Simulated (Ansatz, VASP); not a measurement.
Ru in VASP and in Ansatz

File INCAR:

```
SYSTEM = Ru
  PREC = Accurate
  ENCUT = 600
  EDIFF = 1E-7
  ISMEAR = 0
  SIGMA = 0.1
  LREAL = .FALSE.
  LASPH = .TRUE.
  NELM = 60
  ALGO = Fast
  ISIF = 3
  LWAVE = .FALSE.
  LCHARG = .FALSE.
  GGA = PE
  IBRION = 2
  NSW = 100
  EDIFFG = -0.005
```

The input KPOINTS:

```
Automatic mesh
0
G
  18 18 10
  0 0 0
```

File POSCAR:

```
Ru
1.0
    2.7058000000      0.0000000000      0.0000000000
   -1.3529000000      2.3432915376      0.0000000000
    0.0000000000      0.0000000000      4.2819000000
Ru
2
Direct
    0.3333333333      0.6666666667      0.2500000000
    0.6666666667      0.3333333333      0.7500000000
```

Input for Ansatz:

```yaml
crystal:
  lattice:
    - [2.7058, 0.0, 0.0]
    - [-1.3529, 2.3432915376, 0.0]
    - [0.0, 0.0, 4.2819]
  atoms:
    - { symbol: Ru, position: [0.3333333333, 0.6666666667, 0.25] }
    - { symbol: Ru, position: [0.6666666667, 0.3333333333, 0.75] }
basis:
  ecutwfc: 420
kpoints:
  mp_grid: { grid: [18, 18, 10] }
hamiltonian:
  xc: pbe
scf:
  occupations: { method: gaussian, width: 0.1 }
output:
  forces: true
  stress: true
  eigenvalues: true
  write_density: true
  write_potential: true
  elf: true
  volumetric_format: npy
relax:
  adjacent_minimum: "off"
  f_tol: 0.005
  max_steps: 80
  cell: { stress_tol: 0.05 }
```

Alike in both runs: task relaxation of cell and atoms; functional PBE; k mesh 18 × 18 × 10; occupations gaussian, width 0.1 eV; no spin polarisation.

|  | VASP | Ansatz |
| --- | --- | --- |
| version | VASP 6.6.1 | Ansatz 0.2.0 |
| potentials or method | VASP PAW PBE potentials, release 64 (Ru_pv), cutoff 600 eV | scalar-relativistic, plane waves, PAW |
| valence electrons in the cell | 28 | 32 |

```csv
,VASP,Ansatz,Ansatz less VASP
"gap on the k mesh at the Fermi level, each at its own relaxed structure (eV)",none,none,-
relaxed volume (Å³/atom),13.76,13.77,+0.009
relaxed cell length with the largest relative difference (Å),2.719,2.720,+0.0006
```

A gap of «none» marks a metal or a gap that the smearing closes. VASP's potentials hold 28 valence electrons a cell and Ansatz's 32, so a difference there can come from the potentials and not from the codes.
